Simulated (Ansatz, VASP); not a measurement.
# Two plane-wave programs on SnO2

The input INCAR:

```
  PREC = Accurate
  ENCUT = 520
  EDIFF = 1E-6
  ISMEAR = 0
  SIGMA = 0.05
  LREAL = F
  LASPH = T
  NELM = 100
  ALGO = Normal
  ISIF = 2
  LWAVE = F
  LCHARG = F
  GGA = PS
  NBANDS = 20
```

Contents of KPOINTS:

```
Automatic mesh
0
Gamma
  12 12 12
```

POSCAR

```
SnO2
1.0
    1.5786500000      0.9114340025      4.1751333333
   -1.5786500000      0.9114340025      4.1751333333
    0.0000000000     -1.8228680049      4.1751333333
Sn O
1 2
Direct
    0.5000000000      0.5000000000      0.5000000000
    0.2414378084      0.2414378084      0.2414378084
    0.7585621916      0.7585621916      0.7585621916
```

Input for Ansatz:

```yaml
crystal:
  lattice:
    - [1.57865, 0.9114340025, 4.1751333333]
    - [-1.57865, 0.9114340025, 4.1751333333]
    - [0.0, -1.8228680049, 4.1751333333]
  atoms:
    - { symbol: Sn, position: [0.5, 0.5, 0.5] }
    - { symbol: O, position: [0.2414378084, 0.2414378084, 0.2414378084] }
    - { symbol: O, position: [0.7585621916, 0.7585621916, 0.7585621916] }
basis:
  ecutwfc: 520.0
kpoints:
  mp_grid: { grid: [12, 12, 12] }
hamiltonian:
  xc: pbesol
  pseudopotentials: { kind: paw, azcp: { folder: soft_1 } }
scf:
  occupations: { method: gaussian, width: 0.05 }
output:
  forces: true
  stress: true
  eigenvalues: true
  write_density: true
  write_potential: true
  elf: true
  volumetric_format: npy
```

Alike in both runs: task single point; functional PBEsol; k mesh 12 × 12 × 12; occupations gaussian, width 0.05 eV; no spin polarisation.

```csv
,VASP,Ansatz
version,VASP 6.6.1,Ansatz 0.2.0
potentials or method,"VASP PAW PBE potentials, release 64 (Sn_d, O), cutoff 520 eV","scalar-relativistic, plane waves, PAW"
valence electrons in the cell,26,26
```

VASP gave:

| Item | Value |
| --- | --- |
| gap on the k mesh at the Fermi level (eV) | 2.18 |
| least direct gap on the mesh (eV) | 2.27 |
| pressure (GPa) | 15.9 |
| traceless stress, the component that is largest in VASP (GPa) | -4.72 |
| rms of the force components (eV/Å) | 0.553 |

**Question.** Which values does Ansatz return?

**Answer.** gap on the k mesh at the Fermi level (eV): 2.20; least direct gap on the mesh (eV): 2.27; pressure (GPa): 14.9; traceless stress, the component that is largest in VASP (GPa): -4.06; rms of the force components (eV/Å): 0.519.

VASP's potentials were made for PBE, not for PBEsol, and Ansatz warns of the same on its side. Atom by atom the forces differ by 0.035 eV/Å (rms over components). The functional is the same, so the differences come from potentials, cutoffs and numerics.
